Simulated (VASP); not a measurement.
# WCl2F4 (P1) in VASP: single point with PBE

Aim: the single point of WCl2F4 with PBE.

All numbers are computed with VASP 6.6.1; they aren't measurements. Logs are shortened: lines on timing, memory, paths and dates and some standing lists are left out, and cuts for length are marked.

## 1. The cell of the first run

The typed cell holds 14 atoms: a = 7.103 Å, b = 7.013 Å, c = 8.476 Å, α = 88.12°, β = 89.26°, γ = 89.97°.

## 2. Single point, PBE

File INCAR:

```
SYSTEM = WCl2F4
  ALGO = Normal
  EDIFF = 1E-6
  ENCUT = 520
  GGA = PE
  ISIF = 2
  ISMEAR = 0
  LASPH = .True.
  LCHARG = .False.
  LREAL = .False.
  LWAVE = .False.
  NBANDS = 69
  NELM = 60
  PREC = Accurate
  SIGMA = 0.1
```

File KPOINTS:

```
k-points
0
Gamma
  2 2 2
  0 0 0
```

File POSCAR:

```
WCl2F4
1.0
    7.1024251437      0.0014724871      0.0470294391
    0.0015442430      7.0121363202      0.1180397835
    0.0538162251      0.1351689091      8.4746488834
W Cl F
2 4 8
Direct
    0.4993659025      0.4975781761      0.4990731386
    0.0006739327      0.0024211630      0.0009452008
    0.2669805706      0.7238994727      0.4992883764
    0.7317262392      0.2713683532      0.4995674288
    0.2301992287      0.2312766825      0.0019264360
    0.7708654395      0.7737333737     -0.0002057692
    0.5033196439      0.4969027333      0.7187082705
    0.4954195976      0.4984219873      0.2793979648
    0.6810090254      0.6891590945      0.4895230495
    0.3178254022      0.3059036892      0.5075011424
    0.0088575140      0.0078594593      0.7811673630
   -0.0072229554     -0.0030323304      0.2207467964
    0.1842939607      0.8127486280      0.0058531797
    0.8166864983      0.1917595175     -0.0034925777
```

Potentials or basis: VASP PAW PBE potentials, release 64 (W_sv, Cl, F).

Launch:

```sh
> cat potpaw_PBE.64/W_sv/POTCAR potpaw_PBE.64/Cl/POTCAR potpaw_PBE.64/F/POTCAR > POTCAR
> mpirun -np 1 vasp_std > vasp.out
```

OUTCAR:

```text
SYSTEM = WCl2F4
   EDIFF = 1E-6
   ENCUT = 520
   GGA = PE
   ISIF = 2
   ISMEAR = 0
   LASPH = .True.
   LREAL = .False.
   NELM = 60
   PREC = Accurate

 ion  position               nearest neighbor table
   1  0.499  0.498  0.499-   7 1.86  10 1.86   9 1.86   8 1.86   4 2.29   3 2.29
   2  0.001  0.002  0.001-  11 1.86  13 1.86  12 1.86  14 1.86   5 2.29   6 2.29
   3  0.267  0.724  0.499-   1 2.29
   4  0.732  0.271  0.500-   1 2.29
   5  0.230  0.231  0.002-   2 2.29
   6  0.771  0.774  1.000-   2 2.29
   7  0.503  0.497  0.719-   1 1.86
   8  0.495  0.498  0.279-   1 1.86
   9  0.681  0.689  0.490-   1 1.86
  10  0.318  0.306  0.508-   1 1.86
  11  0.009  0.008  0.781-   2 1.86
  12  0.993  0.997  0.221-   2 1.86
  13  0.184  0.813  0.006-   2 1.86
  14  0.817  0.192  0.997-   2 1.86

  LATTYP: Found a triclinic cell.
 ALAT       =     8.4758976231
 B/A-ratio  =     0.8274203219
 C/A-ratio  =     0.8379739015
 COS(alpha) =     0.0005389236
 COS(beta)  =     0.0129729735
 COS(gamma) =     0.0327753594

  Lattice vectors:

 A1 = (  -0.0538162251,  -0.1351689091,  -8.4746488834)
 A2 = (  -0.0015442430,  -7.0121363202,  -0.1180397835)
 A3 = (  -7.1024251437,  -0.0014724871,  -0.0470294391)

Analysis of symmetry for initial positions (statically):
=====================================================================
 Subroutine PRICEL returns:
 Original cell was already a primitive cell.

 Routine SETGRP: Setting up the symmetry group for a
 triclinic supercell.

 Subroutine GETGRP returns: Found  1 space group operations
 (whereof  1 operations were pure point group operations)
 out of a pool of  2 trial point group operations.

The static configuration has the point symmetry C_1 .

Analysis of symmetry for dynamics (positions and initial velocities):
=====================================================================
 Subroutine PRICEL returns:
 Original cell was already a primitive cell.

 Routine SETGRP: Setting up the symmetry group for a
 triclinic supercell.

 Subroutine GETGRP returns: Found  1 space group operations
 (whereof  1 operations were pure point group operations)
 out of a pool of  2 trial point group operations.

The dynamic configuration has the point symmetry C_1 .

 Subroutine INISYM returns: Found  1 space group operations
 (whereof  1 operations are pure point group operations),
 and found     1 'primitive' translations

----------------------------------------------------------------------------------------

                                     Primitive cell

  volume of cell :     421.9333

  direct lattice vectors                    reciprocal lattice vectors
     7.102425144  0.001472487  0.047029439     0.140802901 -0.000015961 -0.000893880
     0.001544243  7.012136320  0.118039783    -0.000014509  0.142648193 -0.002275117
     0.053816225  0.135168909  8.474648883    -0.000781173 -0.001986797  0.118035639

  length of vectors
     7.102581000  7.013129939  8.475897623     0.140805739  0.142666336  0.118054943

  position of ions in fractional coordinates (direct lattice)
     0.499365903  0.497578176  0.499073139
     0.000673933  0.002421163  0.000945201
     0.266980571  0.723899473  0.499288376
     0.731726239  0.271368353  0.499567429
     0.230199229  0.231276683  0.001926436
     0.770865439  0.773733374  0.999794231
     0.503319644  0.496902733  0.718708271
     0.495419598  0.498421987  0.279397965
     0.681009025  0.689159094  0.489523050
     0.317825402  0.305903689  0.507501142
     0.008857514  0.007859459  0.781167363
     0.992777045  0.996967670  0.220746796
     0.184293961  0.812748628  0.005853180
     0.816686498  0.191759518  0.996507422

  ion indices of the primitive-cell ions
   primitive index   ion index
                 1           1
                 2           2
                 3           3
                 4           4
                 5           5
                 6           6
                 7           7
                 8           8
                 9           9
                10          10
                11          11
                12          12
                13          13
                14          14

----------------------------------------------------------------------------------------

 KPOINTS: k-points

Automatic generation of k-mesh.
 Grid dimensions read from file:
 generate k-points for:    2    2    2

 Generating k-lattice:

  Cartesian coordinates                     Fractional coordinates (reciprocal lattice)
     0.070401450 -0.000007980 -0.000446940     0.500000000 -0.000000000 -0.000000000
    -0.000007255  0.071324097 -0.001137559    -0.000000000  0.500000000  0.000000000
    -0.000390587 -0.000993399  0.059017819    -0.000000000  0.000000000  0.500000000

  Length of vectors
     0.070402869  0.071333168  0.059027472

  Shift w.r.t. Gamma in fractional coordinates (k-lattice)
     0.000000000  0.000000000  0.000000000

 Subroutine IBZKPT returns following result:
 ===========================================

 Found      8 irreducible k-points:

 Following reciprocal coordinates:
            Coordinates               Weight
  0.000000  0.000000  0.000000      1.000000
  0.500000  0.000000  0.000000      1.000000
  0.000000  0.500000  0.000000      1.000000
  0.500000  0.500000  0.000000      1.000000
 -0.000000  0.000000  0.500000      1.000000
  0.500000  0.000000  0.500000      1.000000
  0.000000  0.500000  0.500000      1.000000
  0.500000  0.500000  0.500000      1.000000
   k-points           NKPTS =      8   k-points in BZ     NKDIM =      8   number of bands    NBANDS=     69
   number of dos      NEDOS =    301   number of ions     NIONS =     14
   total plane-waves  NPLWV = 186624
   dimension x,y,z NGX =    54 NGY =   54 NGZ =   64
   dimension x,y,z NGXF=   108 NGYF=  108 NGZF=  128
   ions per type =               2   4   8
   NGX,Y,Z   is equivalent  to a cutoff of  12.64, 12.80, 12.55 a.u.
   NGXF,Y,Z  is equivalent  to a cutoff of  25.28, 25.60, 25.11 a.u.
 SYSTEM =  WCl2F4
   PREC   = accura    normal or accurate (medium, high low for compatibility)
   ISTART =      0    job   : 0-new  1-cont  2-samecut
   ICHARG =      2    charge: 1-file 2-atom 10-const
   ISPIN  =      1    spin polarized calculation?
   LNONCOLLINEAR =      F non collinear calculations
   LSORBIT =      F    spin-orbit coupling
   LASPH  =      T    aspherical Exc in radial PAW
   ENCUT  =  520.0 eV  38.22 Ry    6.18 a.u.  13.21 13.04 15.76*2*pi/ulx,y,z
   NELM   =     60;   NELMIN=  2; NELMDL= -5     # of ELM steps
   EDIFF  = 0.1E-05   stopping-criterion for ELM
   LREAL  =      F    real-space projection
   EDIFFG = 0.1E-04   stopping-criterion for IOM
   NSW    =      0    number of steps for IOM
   IBRION =     -1    ionic relax: 0-MD 1-quasi-New 2-CG
   NFREE  =      0    steps in history (QN), initial steepest desc. (CG)
   ISIF   =      2    stress and relaxation
   ISYM   =      2    0-nonsym 1-usesym 2-fastsym
   POTIM  = 0.5000    time-step for ionic-motion
   TEBEG  =    0.0;   TEEND  =   0.0 temperature during run
   PSTRESS=    0.0 pullay stress
   NELECT =     112.0000    total number of electrons
   NUPDOWN=      -1.0000    fix difference up-down
   EMIN   =  10.00;   EMAX   =-10.00  energy-range for DOS
   EFERMI =   0.00;   METHOD = LEGACY
   ISMEAR =     0;   SIGMA  =   0.10  broadening in eV -4-tet -1-fermi 0-gaus
   EFERMI_NEDOS =   21; number of points for ismear=-14 and -15
   IALGO  =     38    algorithm
   IMIX   =      4    mixing-type and parameters
     AMIX     =   0.40;   BMIX     =  1.00
     AMIX_MAG =   1.60;   BMIX_MAG =  1.00
  volume/ion in A,a.u.               =      30.14       203.38
  Fermi-wavevector in a.u.,A,eV,Ry     =   1.052122  1.988223 15.061123  1.106961
  Thomas-Fermi vector in A             =   2.187192
   LORBIT       =      0    0 simple, 1 ext, 2 COOP (PROOUT), +10 PAW based schemes
   GGA     = PE    functional components
   LHFCALC =     F    Hartree Fock is set to
   AEXX    =    0.0000 exact exchange contribution
   IVDW    =     0    specifies the selected vdW correction
   LEPSILON=     F    determine dielectric tensor
   LRPA    =     F    only Hartree local field effects (RPA)
 non-spin polarized calculation
 Gauss-broadening in eV      SIGMA  =   0.10
  energy-cutoff  :      520.00
  volume of cell :      421.93
 maximum number of plane-waves:     11396
 NGX is ok and might be reduce to    54
   NGX = 27   NGY = 27   NGZ = 31

 number of electron     111.9999982 magnetization

 Free energy of the ion-electron system (eV)
  ---------------------------------------------------
  ext. energy  EPLUGINS =         0.00000000
  ---------------------------------------------------
  free energy    TOTEN  =       -76.74714168 eV

  energy without entropy =      -76.74714168  energy(sigma->0) =      -76.74714168

 E-fermi :  -3.9016     XC(G=0):  -6.3095

 val. band max:       -4.3612773858   @ k =   0.0000   0.0000   0.0000
 cond. band min:      -1.2435313881   @ k =   0.0000   0.0000   0.0000
 fundamental gap:      3.1177459976
 Fermi energy:        -3.9015938329

 k-point     1 :       0.0000    0.0000    0.0000
  band No.  band energies     occupation
      1     -79.1605      2.00000
      2     -79.1603      2.00000
      3     -43.4412      2.00000
      4     -43.4409      2.00000
      5     -43.4409      2.00000
      6     -43.4407      2.00000
[... 60 lines left out ...]
     67       4.4560      0.00000
     68       5.5086      0.00000
[... 495 lines left out ...]
     67       4.7838      0.00000
     68       4.7874      0.00000
 [bands above 68 left out]

------------------------ aborting loop because EDIFF is reached ----------------------------------------

  FORCE on cell =-STRESS in cart. coord.  units (eV):
  Direction    XX          YY          ZZ          XY          YZ          ZX
  --------------------------------------------------------------------------------------
  -------------------------------------------------------------------------------------
  Total        0.9068519      0.9773716      2.4897129      0.0029977     -0.0461329     -0.0235016
  in kB        3.4435238      3.7113033      9.4540089      0.0113829     -0.1751772     -0.0892409
  external PRESSURE =       5.5362787 kB  Pullay stress =       0.0000000 kB

 VOLUME and BASIS-vectors are now :
 -----------------------------------------------------------------------------
  energy-cutoff  :      520.00
  volume of cell :      421.93
      direct lattice vectors                 reciprocal lattice vectors
     7.102425144  0.001472487  0.047029439     0.140802901 -0.000015961 -0.000893880
     0.001544243  7.012136320  0.118039783    -0.000014509  0.142648193 -0.002275117
     0.053816225  0.135168909  8.474648883    -0.000781173 -0.001986797  0.118035639

 POSITION                                       TOTAL-FORCE (eV/Angst)
 -----------------------------------------------------------------------------------
      3.57434      3.55728      4.31169        -0.001992      0.005961     -0.015518
      0.00484      0.01711      0.00833        -0.007010     -0.000906      0.009293
      1.92420      5.14396      4.32930         0.002494     -0.005498      0.000430
      5.22433      1.97148      4.30010         0.001701     -0.000426     -0.001965
      1.63543      1.62234      0.05445        -0.002085     -0.002707      0.002906
      5.53001      5.56180      8.60049         0.003264      0.000852     -0.003748
      3.61424      3.58224      6.17313         0.009869      0.007521      0.395057
      3.53449      3.53350      2.44993        -0.009654     -0.005673     -0.388528
      4.86422      4.89965      4.26191         0.270790      0.281533     -0.005642
      2.28512      2.21410      4.35195        -0.272927     -0.279732      0.016088
      0.10496      0.16071      6.62146         0.009391     -0.000798     -0.392110
      7.06454      7.02217      2.03512        -0.009740     -0.000759      0.390048
      1.31050      5.70017      0.15421         0.275378     -0.278295      0.001906
      5.85438      1.48054      8.50609        -0.269480      0.278927     -0.008216
 -----------------------------------------------------------------------------------
    total drift:                                0.001864      0.000824     -0.002671

  FREE ENERGIE OF THE ION-ELECTRON SYSTEM (eV)
  ---------------------------------------------------
  free  energy   TOTEN  =       -76.7471416842 eV

  energy  without entropy=      -76.7471416841  energy(sigma->0) =      -76.74714168
```

Run time: 7.9 min. Hardware: 1 thread of Intel Xeon 8259CL, shared host; peak memory 0.55 GiB.

What came out:

- Free energy: -76.7471 eV
- Pressure: 0.6 GPa
- Largest force: 0.395 eV/Å
- Band gap on the k mesh: 3.12 eV

Forces on the atoms (eV/Å):
```
W   -0.002  0.006 -0.016
W   -0.007 -0.001  0.009
Cl   0.002 -0.005  0.000
Cl   0.002  0.000 -0.002
Cl  -0.002 -0.003  0.003
Cl   0.003  0.001 -0.004
F    0.010  0.008  0.395
F   -0.010 -0.006 -0.389
F    0.271  0.282 -0.006
F   -0.273 -0.280  0.016
F    0.009 -0.001 -0.392
F   -0.010 -0.001  0.390
F    0.275 -0.278  0.002
F   -0.269  0.279 -0.008
```

Stress tensor (GPa, compression positive):
```
 0.34  0.00 -0.01
 0.00  0.37 -0.02
-0.01 -0.02  0.95
```

Caveat: the k points lie up to 0.45 Å⁻¹ apart; spin-orbit coupling is left out, which moves the levels of the heavy elements. A k mesh can miss the band edges.
